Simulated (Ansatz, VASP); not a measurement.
PbS in VASP and in Ansatz

The input INCAR:

```
PREC = Accurate
ENCUT = 520
EDIFF = 1E-7
ISMEAR = -1
SIGMA = 0.06
LREAL = F
LASPH = T
NELM = 100
ALGO = Normal
ISIF = 2
LWAVE = F
LCHARG = F
GGA = PE
NBANDS = 17
```

KPOINTS

```
Automatic mesh
0
Gamma
  8 8 8
```

File POSCAR:

```
PbS
1.0
    0.0000000000      2.9748505000      2.9748505000
    2.9748505000      0.0000000000      2.9748505000
    2.9748505000      2.9748505000      0.0000000000
Pb S
1 1
Direct
    0.0000000000      0.0000000000      0.0000000000
    0.5000000000      0.5000000000      0.5000000000
```

Input for Ansatz:

```yaml
crystal:
  atoms:
  - position: [0.0, 0.0, 0.0]
    symbol: Pb
  - position: [0.5, 0.5, 0.5]
    symbol: S
  lattice:
  - [0.0, 2.9748505, 2.9748505]
  - [2.9748505, 0.0, 2.9748505]
  - [2.9748505, 2.9748505, 0.0]
hamiltonian:
  dispersion: none
  pseudopotentials:
    kind: all_electron
    lapw: {}
    relativity: scalar
  xc: pbe
kpoints:
  mp_grid:
    grid: [8, 8, 8]
    shift: [0, 0, 0]
magnetization: {spin_polarized: false}
output: {forces: true, stress: true}
scf:
  occupations: {method: fermi_dirac, width: 0.06}
```

Alike in both runs: task single point; functional PBE; k mesh 8 × 8 × 8; occupations fermi-dirac, width 0.06 eV; no spin polarisation.

|  | VASP | Ansatz |
| --- | --- | --- |
| version | VASP 6.6.1 | Ansatz 0.2 development build |
| potentials or method | VASP PAW PBE potentials, release 64 (Pb_d, S), cutoff 520 eV | all-electron full-potential LAPW, scalar-relativistic |

Ansatz gave:

```
pressure (GPa) : 1.7
```

Estimate VASP's values.

pressure (GPa): 1.6.

Ansatz ran all-electron here, and VASP with PAW potentials.

Neither program's run includes spin-orbit coupling.
